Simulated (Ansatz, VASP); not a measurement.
## Al5BAs6 in VASP and in Ansatz

```
CELL_PARAMETERS angstrom
6.81295 0.00000 0.00000
-3.40648 5.90019 0.00000
0.00000 0.00000 6.46918
ATOMIC_POSITIONS crystal
Al 0.66667 0.33333 0.00192
Al 0.33333 0.66667 0.00192
Al 0.00000 0.31991 0.50053
Al 0.68009 0.68009 0.50053
Al 0.31991 0.00000 0.50053
B 0.00000 0.00000 0.99847
As 0.66667 0.33333 0.38399
As 0.33333 0.66667 0.38399
As 0.00000 0.00000 0.32811
As 0.00000 0.29425 0.88533
As 0.70575 0.70575 0.88533
As 0.29425 0.00000 0.88533
```

Alike in both runs: task single point; functional PBE; k mesh 3 × 3 × 4; occupations gaussian, width 0.1 eV; no spin polarisation.

|  | VASP | Ansatz |
| --- | --- | --- |
| version | VASP 6.6.1 | Ansatz 0.2.0 |
| potentials or method | VASP PAW PBE potentials, release 64 (Al, B, As), cutoff 520 eV | scalar-relativistic, plane waves, PAW |
| valence electrons in the cell | 48 | 108 |

VASP gave:

* gap on the k mesh at the Fermi level (eV): 1.21
* least direct gap on the mesh (eV): 1.27
* pressure (GPa): 0.2
* rms of the force components (eV/Å): 0.005

Q: Which values does Ansatz return?

A: gap on the k mesh at the Fermi level (eV): 1.22; least direct gap on the mesh (eV): 1.28; pressure (GPa): 0.0; rms of the force components (eV/Å): 0.001.

Atom by atom the forces differ by 0.005 eV/Å (rms over components). VASP's potentials hold 48 valence electrons a cell and Ansatz's 108, so a difference there can come from the potentials and not from the codes.
